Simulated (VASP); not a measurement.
# ZnCd2N2 (P1) in VASP: settings compared

The runs below take ZnCd2N2 through single point, with PBE, r2SCAN.

All numbers are computed with VASP 6.6.1; they aren't measurements. Logs are shortened: lines on timing, memory, paths and dates and some standing lists are left out, and cuts for length are marked.

## (1) The cell of the first run

The typed cell holds 5 atoms: a = 3.931 Å, b = 3.931 Å, c = 6.916 Å, α = 106.53°, β = 106.53°, γ = 60.20°.

## (2) Single point, PBE

The input, INCAR:

```
SYSTEM = ZnCd2N2
ALGO = Normal
EDIFF = 1E-6
ENCUT = 520
GGA = PE
ISIF = 2
ISMEAR = -1
LASPH = .TRUE.
LCHARG = .FALSE.
LREAL = .FALSE.
LWAVE = .FALSE.
NBANDS = 31
NELM = 100
PREC = Accurate
SIGMA = 0.1
```

The input, KPOINTS:

```
k-points
0
G
  7 7 4
  0 0 0
```

The input, POSCAR:

```
ZnCd2N2
1.0
    3.4006576366     -1.9714786562      0.0000000000
    3.4006576366      1.9714786562      0.0000000000
   -2.2745659112      0.0000000000      6.5310990563
Cd Zn N
2 1 2
Direct
    0.7190370000      0.7150800000      0.1739130000
    0.2920210000      0.2709630000      0.8309360000
    0.5097240000      0.4841070000      0.4927210000
    0.5846240000      0.6066930000      0.7878620000
    0.4073110000      0.3996650000      0.2197620000
```

Potentials or basis: VASP PAW PBE potentials, release 64 (Cd, Zn, N).

Launch:

```sh
> cat potpaw_PBE.64/Cd/POTCAR potpaw_PBE.64/Zn/POTCAR potpaw_PBE.64/N/POTCAR > POTCAR
> mpirun -np 1 vasp_std > vasp.out
```

OUTCAR:

```text
SYSTEM = ZnCd2N2
   EDIFF = 1E-6
   ENCUT = 520
   GGA = PE
   ISIF = 2
   ISMEAR = -1
   LASPH = .TRUE.
   LREAL = .FALSE.
   NELM = 100
   PREC = Accurate

 ion  position               nearest neighbor table
   1  0.719  0.715  0.174-   5 2.26   5 2.30   5 2.32   4 2.52   3 3.05   3 3.07   3 3.13   2 3.13
                             2 3.20   2 3.24
   2  0.292  0.271  0.831-   4 2.24   4 2.25   4 2.38   5 2.54   1 3.13   3 3.14   3 3.18   3 3.19
                             1 3.20   1 3.24
   3  0.510  0.484  0.493-   5 1.78   4 1.93   1 3.05   1 3.07   1 3.13   2 3.14   2 3.18   2 3.19

   4  0.585  0.607  0.788-   3 1.93   2 2.24   2 2.25   2 2.38   1 2.52
   5  0.407  0.400  0.220-   3 1.78   1 2.26   1 2.30   1 2.32   2 2.54

  LATTYP: Found a base centered monoclinic cell.
 ALAT       =     6.8013152732
 B/A-ratio  =     0.5797345299
 C/A-ratio  =     1.0168392743
 COS(beta)  =    -0.3288919980

  Lattice vectors:

 A1 = (   3.4006576366,  -1.9714786562,   0.0000000000)
 A2 = (   3.4006576366,   1.9714786562,   0.0000000000)
 A3 = (  -2.2745659112,   0.0000000000,   6.5310990563)

Analysis of symmetry for initial positions (statically):
=====================================================================
 Subroutine PRICEL returns:
 Original cell was already a primitive cell.

 Routine SETGRP: Setting up the symmetry group for a
 base centered monoclinic supercell.

 Subroutine GETGRP returns: Found  1 space group operations
 (whereof  1 operations were pure point group operations)
 out of a pool of  4 trial point group operations.

The static configuration has the point symmetry C_1 .

Analysis of symmetry for dynamics (positions and initial velocities):
=====================================================================
 Subroutine PRICEL returns:
 Original cell was already a primitive cell.

 Routine SETGRP: Setting up the symmetry group for a
 base centered monoclinic supercell.

 Subroutine GETGRP returns: Found  1 space group operations
 (whereof  1 operations were pure point group operations)
 out of a pool of  4 trial point group operations.

The dynamic configuration has the point symmetry C_1 .

 Subroutine INISYM returns: Found  1 space group operations
 (whereof  1 operations are pure point group operations),
 and found     1 'primitive' translations

----------------------------------------------------------------------------------------

                                     Primitive cell

  volume of cell :      87.5732

  direct lattice vectors                    reciprocal lattice vectors
     3.400657637 -1.971478656  0.000000000     0.147030385 -0.253616745  0.051205823
     3.400657637  1.971478656  0.000000000     0.147030385  0.253616745  0.051205823
    -2.274565911  0.000000000  6.531099056     0.000000000  0.000000000  0.153113586

  length of vectors
     3.930801503  3.930801503  6.915844487     0.297592714  0.297592714  0.153113586

  position of ions in fractional coordinates (direct lattice)
     0.719037000  0.715080000  0.173913000
     0.292021000  0.270963000  0.830936000
     0.509724000  0.484107000  0.492721000
     0.584624000  0.606693000  0.787862000
     0.407311000  0.399665000  0.219762000

  ion indices of the primitive-cell ions
   primitive index   ion index
                 1           1
                 2           2
                 3           3
                 4           4
                 5           5

----------------------------------------------------------------------------------------

 KPOINTS: k-points

Automatic generation of k-mesh.
 Grid dimensions read from file:
 generate k-points for:    7    7    4

 Generating k-lattice:

  Cartesian coordinates                     Fractional coordinates (reciprocal lattice)
     0.021004341 -0.036230964  0.007315118     0.142857143  0.000000000  0.000000000
     0.021004341  0.036230964  0.007315118     0.000000000  0.142857143  0.000000000
     0.000000000  0.000000000  0.038278397     0.000000000  0.000000000  0.250000000

  Length of vectors
     0.042513245  0.042513245  0.038278397

  Shift w.r.t. Gamma in fractional coordinates (k-lattice)
     0.000000000  0.000000000  0.000000000

 Subroutine IBZKPT returns following result:
 ===========================================

 Found     99 irreducible k-points:

 Following reciprocal coordinates:
            Coordinates               Weight
  0.000000  0.000000  0.000000      1.000000
  0.142857 -0.000000  0.000000      2.000000
  0.000000 -0.142857  0.000000      2.000000
  0.285714  0.000000 -0.000000      2.000000
  0.000000 -0.285714  0.000000      2.000000
  0.428571 -0.000000  0.000000      2.000000
[... 16 lines left out ...]
 -0.285714  0.285714  0.000000      2.000000
  0.428571  0.428571  0.000000      2.000000
 [... further k-points ...]
   k-points           NKPTS =     99   k-points in BZ     NKDIM =     99   number of bands    NBANDS=     31
   number of dos      NEDOS =    301   number of ions     NIONS =      5
   total plane-waves  NPLWV =  48600
   dimension x,y,z NGX =    30 NGY =   30 NGZ =   54
   dimension x,y,z NGXF=    60 NGYF=   60 NGZF=  108
   ions per type =               2   1   2
   NGX,Y,Z   is equivalent  to a cutoff of  12.69, 12.69, 12.98 a.u.
   NGXF,Y,Z  is equivalent  to a cutoff of  25.38, 25.38, 25.96 a.u.
 SYSTEM =  ZnCd2N2
   PREC   = accura    normal or accurate (medium, high low for compatibility)
   ISTART =      0    job   : 0-new  1-cont  2-samecut
   ICHARG =      2    charge: 1-file 2-atom 10-const
   ISPIN  =      1    spin polarized calculation?
   LNONCOLLINEAR =      F non collinear calculations
   LSORBIT =      F    spin-orbit coupling
   LASPH  =      T    aspherical Exc in radial PAW
   ENCUT  =  520.0 eV  38.22 Ry    6.18 a.u.   7.31  7.31 12.86*2*pi/ulx,y,z
   NELM   =    100;   NELMIN=  2; NELMDL= -5     # of ELM steps
   EDIFF  = 0.1E-05   stopping-criterion for ELM
   LREAL  =      F    real-space projection
   EDIFFG = 0.1E-04   stopping-criterion for IOM
   NSW    =      0    number of steps for IOM
   IBRION =     -1    ionic relax: 0-MD 1-quasi-New 2-CG
   NFREE  =      0    steps in history (QN), initial steepest desc. (CG)
   ISIF   =      2    stress and relaxation
   ISYM   =      2    0-nonsym 1-usesym 2-fastsym
   POTIM  = 0.5000    time-step for ionic-motion
   TEBEG  =    0.0;   TEEND  =   0.0 temperature during run
   PSTRESS=    0.0 pullay stress
   NELECT =      46.0000    total number of electrons
   NUPDOWN=      -1.0000    fix difference up-down
   EMIN   =  10.00;   EMAX   =-10.00  energy-range for DOS
   EFERMI =   0.00;   METHOD = LEGACY
   ISMEAR =    -1;   SIGMA  =   0.10  broadening in eV -4-tet -1-fermi 0-gaus
   EFERMI_NEDOS =   21; number of points for ismear=-14 and -15
   IALGO  =     38    algorithm
   IMIX   =      4    mixing-type and parameters
     AMIX     =   0.40;   BMIX     =  1.00
     AMIX_MAG =   1.60;   BMIX_MAG =  1.00
  volume/ion in A,a.u.               =      17.51       118.19
  Fermi-wavevector in a.u.,A,eV,Ry     =   1.320901  2.496141 23.739175  1.744780
  Thomas-Fermi vector in A             =   2.450694
   LORBIT       =      0    0 simple, 1 ext, 2 COOP (PROOUT), +10 PAW based schemes
   GGA     = PE    functional components
   LHFCALC =     F    Hartree Fock is set to
   AEXX    =    0.0000 exact exchange contribution
   IVDW    =     0    specifies the selected vdW correction
   LEPSILON=     F    determine dielectric tensor
   LRPA    =     F    only Hartree local field effects (RPA)
 non-spin polarized calculation
  energy-cutoff  :      520.00
  volume of cell :       87.57
 maximum number of plane-waves:      2385
 NGX is ok and might be reduce to    30
   NGX = 15   NGY = 15   NGZ = 25

 number of electron      46.0000001 magnetization

 Free energy of the ion-electron system (eV)
  ---------------------------------------------------
  ext. energy  EPLUGINS =         0.00000000
  ---------------------------------------------------
  free energy    TOTEN  =       -17.20897167 eV

  energy without entropy =      -17.20007786  energy(sigma->0) =      -17.20452476

 E-fermi :   1.5611     XC(G=0): -10.0347

 val. band max:        1.5404181373   @ k =   0.0000   0.0000   0.2500
 cond. band min:       1.5622346440   @ k =   0.0000   0.0000   0.5000
 fundamental gap:      0.0218165067
 Fermi energy:         1.5610628359

 k-point     1 :       0.0000    0.0000    0.0000
  band No.  band energies     occupation
      1     -12.8946      2.00000
      2     -12.0523      2.00000
      3      -6.7237      2.00000
      4      -6.7089      2.00000
      5      -6.5744      2.00000
      6      -6.5459      2.00000
[... 23 lines left out ...]
     30       9.6248      0.00000
     31       9.8456      0.00000

 k-point     2 :       0.1429   -0.0000    0.0000
  band No.  band energies     occupation
      1     -12.8378      2.00000
      2     -12.0177      2.00000
      3      -6.6874      2.00000
      4      -6.6527      2.00000
      5      -6.5306      2.00000
      6      -6.5129      2.00000
[... 23 lines left out ...]
     30       9.3219      0.00000
     31       9.9220      0.00000

 k-point     3 :       0.0000   -0.1429    0.0000
  band No.  band energies     occupation
      1     -12.8350      2.00000
      2     -12.0123      2.00000
      3      -6.6961      2.00000
      4      -6.6456      2.00000
      5      -6.5459      2.00000
      6      -6.4816      2.00000
[... 23 lines left out ...]
     30       9.4429      0.00000
     31       9.9193      0.00000

 k-point     4 :       0.2857    0.0000   -0.0000
  band No.  band energies     occupation
      1     -12.7103      2.00000
      2     -11.9413      2.00000
      3      -6.6178      2.00000
      4      -6.5247      2.00000
      5      -6.5007      2.00000
      6      -6.4155      2.00000
[... 635 lines left out ...]
     30       9.2866      0.00000
     31       9.6854      0.00000

 k-point    23 :      -0.2857    0.2857    0.0000
  band No.  band energies     occupation
      1     -12.5553      2.00000
      2     -11.8455      2.00000
      3      -6.6339      2.00000
      4      -6.5375      2.00000
      5      -6.4778      2.00000
      6      -6.3142      2.00000
[... 23 lines left out ...]
     30       8.3431      0.00000
     31      10.1750      0.00000

 k-point    24 :       0.4286    0.4286    0.0000
  band No.  band energies     occupation
      1     -12.5483      2.00000
      2     -11.8988      2.00000
      3      -6.8046      2.00000
      4      -6.4314      2.00000
      5      -6.4183      2.00000
      6      -6.3184      2.00000
[... 23 lines left out ...]
     30       9.0688      0.00000
     31       9.9397      0.00000

 [... further k-points ...]
[... 5 lines left out ...]
  --------------------------------------------------------------------------------------
  -------------------------------------------------------------------------------------
  Total        0.6371429     -0.4899846      0.6563504      0.5249470     -0.0045164     -0.0121038
  in kB       11.6567141     -8.9644105     12.0081219      9.6040578     -0.0826292     -0.2214428
  external PRESSURE =       4.9001419 kB  Pullay stress =       0.0000000 kB

 VOLUME and BASIS-vectors are now :
 -----------------------------------------------------------------------------
  energy-cutoff  :      520.00
  volume of cell :       87.57
      direct lattice vectors                 reciprocal lattice vectors
     3.400657637 -1.971478656  0.000000000     0.147030385 -0.253616745  0.051205823
     3.400657637  1.971478656  0.000000000     0.147030385  0.253616745  0.051205823
    -2.274565911  0.000000000  6.531099056     0.000000000  0.000000000  0.153113586

 POSITION                                       TOTAL-FORCE (eV/Angst)
 -----------------------------------------------------------------------------------
      4.48136     -0.00780      1.13584         0.271083     -0.073677     -0.094448
      0.02450     -0.04152      5.42693        -0.194333      0.361984     -0.164484
      2.25895     -0.05050      3.21801        -0.016373      0.154969      2.253185
      2.25922      0.04351      5.14560         0.123300     -0.440203     -0.788760
      2.24439     -0.01507      1.43529        -0.183676     -0.003072     -1.205492
 -----------------------------------------------------------------------------------
    total drift:                               -0.000382      0.000656     -0.000032

  FREE ENERGIE OF THE ION-ELECTRON SYSTEM (eV)
  ---------------------------------------------------
  free  energy   TOTEN  =       -17.2089716701 eV

  energy  without entropy=      -17.2000778558  energy(sigma->0) =      -17.20452476
```

Wall time 2.4 min (1 thread of Intel Xeon 6975P-C (Granite Rapids), shared host); peak memory 0.39 GiB.

Results:

* Free energy: -17.2090 eV
* Pressure: 0.5 GPa
* Largest force: 2.259 eV/Å
* Band gap on the k mesh: zero (bands 23 and 24 overlap by 0.29 eV)

Forces on the atoms (eV/Å):
```
Cd   0.271 -0.074 -0.094
Cd  -0.194  0.362 -0.164
Zn  -0.016  0.155  2.253
N    0.123 -0.440 -0.789
N   -0.184 -0.003 -1.205
```

Stress tensor (GPa, compression positive):
```
 1.17  0.96 -0.02
 0.96 -0.90 -0.01
-0.02 -0.01  1.20
```

Caveat: semilocal functionals underestimate gaps, and a narrow one can read as zero; forces of over 1 eV/Å act on the atoms, so gaps and moduli don't describe the material at rest.

## (3) Single point, r2SCAN

POSCAR is that of step 2.

The input, INCAR.step1:

```
ALGO     = Normal         # electronic algorithm
EDIFF    = 1E-4           # SCF threshold, eV
ENCUT    = 520            # plane-wave cutoff, eV
GGA      = PE             # functional
ISMEAR   = 0              # smearing method
LASPH    = T              # aspherical terms in the spheres
LCHARG   = F              # write CHGCAR
LREAL    = F              # projectors in reciprocal space
LWAVE    = T              # write WAVECAR
NBANDS   = 31             # bands
NELM     = 100            # most SCF steps
PREC     = Accurate       # precision mode
SIGMA    = 0.05           # smearing width, eV
```

The input, INCAR.step2:

```
ALGO     = Normal         # electronic algorithm
EDIFF    = 1E-6           # SCF threshold, eV
ENCUT    = 520            # plane-wave cutoff, eV
ISIF     = 2              # what is computed and relaxed
ISMEAR   = 0              # smearing method
ISTART   = 1            
LASPH    = T              # aspherical terms in the spheres
LCHARG   = F              # write CHGCAR
LMIXTAU  = T            
LREAL    = F              # projectors in reciprocal space
LWAVE    = F              # write WAVECAR
METAGGA  = R2SCAN         # meta-GGA
NBANDS   = 31             # bands
NELM     = 100            # most SCF steps
PREC     = Accurate       # precision mode
SIGMA    = 0.05           # smearing width, eV
```

The input, KPOINTS:

```
k-points
0
Gamma
  6 6 3
```

Potentials or basis: VASP PAW PBE potentials, release 64 (Cd, Zn, N).

Launch:

```sh
> cat potpaw_PBE.64/Cd/POTCAR potpaw_PBE.64/Zn/POTCAR potpaw_PBE.64/N/POTCAR > POTCAR
> cp INCAR.step1 INCAR
> mpirun -np 1 vasp_std > vasp.out
> cp INCAR.step2 INCAR
> mpirun -np 1 vasp_std > vasp.out
```

Wall time 4.7 min (1 thread of Intel Xeon 6975P-C (Granite Rapids), shared host); peak memory 0.31 GiB.

The run converged. Its results:

| Item | Value |
| --- | --- |
| Free energy | -65.8113 eV |
| Pressure | -2.4 GPa |
| Largest force | 2.307 eV/Å |
| Band gap on the k mesh | zero (bands 23 and 24 overlap by 0.24 eV) |

Forces on the atoms (eV/Å):
```
Cd   0.274 -0.066 -0.159
Cd  -0.196  0.368 -0.108
Zn  -0.017  0.169  2.301
N    0.118 -0.460 -0.942
N   -0.180 -0.010 -1.092
```

Stress tensor (GPa, compression positive):
```
-1.22  1.00  0.00
 1.00 -3.33 -0.02
 0.00 -0.02 -2.66
```

Levels at points of the mesh, in eV from the Fermi level:
```tsv
k point	band 19	band 20	band 21	band 22	band 23	band 24	band 25	band 26	band 27	band 28
(0.00, 0.00, 0.00)	-1.57	-0.77	-0.64	-0.58	-0.44	-0.24	2.27	5.07	8.08	8.29
(0.50, 0.00, 0.00)	-3.72	-2.81	-1.79	-1.66	-1.52	2.14	2.42	4.85	5.82	6.64
(0.00, 0.50, 0.00)	-3.68	-2.98	-1.80	-1.75	-1.52	2.18	2.52	4.88	5.95	6.56
(0.50, 0.50, 0.00)	-4.00	-2.67	-2.46	-2.31	-0.99	2.44	2.99	4.28	5.50	6.20
```

Caveat: semilocal functionals underestimate gaps, and a narrow one can read as zero; the PAW data sets were made with another functional, which shifts forces and pressure a little.

The gap in the log of VASP goes by the Fermi energy; the results here count the filled bands.